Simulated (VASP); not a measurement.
Write the native input for VASP 6.6.1 that does the following.

| Quantity | Value |
| --- | --- |
| Task | single point |
| Functional | PBEsol |
| Potentials or basis | VASP PAW PBE potentials, release 64 (Ga_d, N) |
| Cutoff | 520 eV |
| k mesh | 13 × 13 × 13 |
| Occupations | fermi-dirac, width 0.02 eV |
| Spin | no spin polarisation |
| Dipole correction | no |
| Further INCAR settings | ALGO = Normal; EDIFF = 1e-06; NBANDS = 16 |

The structure of GaN lies in POSCAR:

```
GaN
1.0
    0.0000000000      1.9723723612      1.9723723612
    1.9723723612      0.0000000000      1.9723723612
    1.9723723612      1.9723723612      0.0000000000
Ga N
1 1
Direct
    0.5000000000      0.5000000000      0.5000000000
    0.0000000000      0.0000000000      0.0000000000
```

This cell differs from its parent crystal: volume scaled by 0.97.

The input as run:

INCAR

```
SYSTEM = GaN
  PREC = Accurate
  ENCUT = 520
  EDIFF = 1E-6
  ISMEAR = -1
  SIGMA = 0.02
  LREAL = .False.
  LASPH = .True.
  NELM = 100
  ALGO = Normal
  ISIF = 2
  LWAVE = .False.
  LCHARG = .False.
  GGA = PS
  NBANDS = 16
```

KPOINTS

```
Automatic mesh
0
Gamma
  13 13 13
  0 0 0
```

Potentials or basis: VASP PAW PBE potentials, release 64 (Ga_d, N).

The run is started by

```sh
$ cat potpaw_PBE.64/Ga_d/POTCAR potpaw_PBE.64/N/POTCAR > POTCAR
$ mpirun -np 1 vasp_std > vasp.out
```

It gave:

| Quantity | Value |
| --- | --- |
| Pressure | 74.7 GPa |
| Band gap on the k mesh | 2.04 eV, indirect (least direct gap 5.68 eV) |

Caveat: the PAW data sets were made with another functional, which shifts forces and pressure a little.

Run time: 30 s on 1 thread of Intel Xeon 6975P-C, with other jobs on the host, peak memory 0.16 GiB.
